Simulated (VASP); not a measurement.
Re: single point with revPBE

Crystal: Re.

```
CELL_PARAMETERS angstrom
2.78378 0.00000 0.00000
-1.39189 2.41082 0.00000
0.00000 0.00000 4.49086
ATOMIC_POSITIONS crystal
Re 0.33333 0.66667 0.25000
Re 0.66667 0.33333 0.75000
```

| Property | Result |
| --- | --- |
| Program | VASP 6.6.1 |
| Task | single point |
| Functional | revPBE |
| Potentials or basis | VASP PAW PBE potentials, release 64 (Re) |
| Cutoff | 520 eV |
| k mesh | 21 × 21 × 12 |
| Occupations | fermi-dirac, width 0.1 eV |
| Spin | no spin polarisation |

* Pressure: -0.7 GPa
* Band gap on the k mesh: zero (bands 7 and 8 overlap by 3.10 eV)

Levels at points of the mesh, in eV from the Fermi level:
| k point | band 4 | band 5 | band 6 | band 7 | band 8 | band 9 | band 10 | band 11 |
| --- | --- | --- | --- | --- | --- | --- | --- | --- |
| (0.00, 0.00, 0.00) | -1.52 | -1.50 | -0.71 | -0.71 | 0.18 | 0.18 | 0.57 | 3.25 |
| (0.00, 0.00, 0.50) | -2.30 | -1.65 | -1.65 | -1.65 | -1.65 | 2.46 | 2.46 | 2.46 |

Wall time 53 s on 1 thread of Intel(R) Xeon(R) 6975P-C (Granite Rapids), with other jobs on the host, peak memory 0.25 GiB.

Caveat: the PAW data sets were made with another functional, which shifts forces and pressure a little; spin-orbit coupling is left out, which moves the levels of the heavy elements.
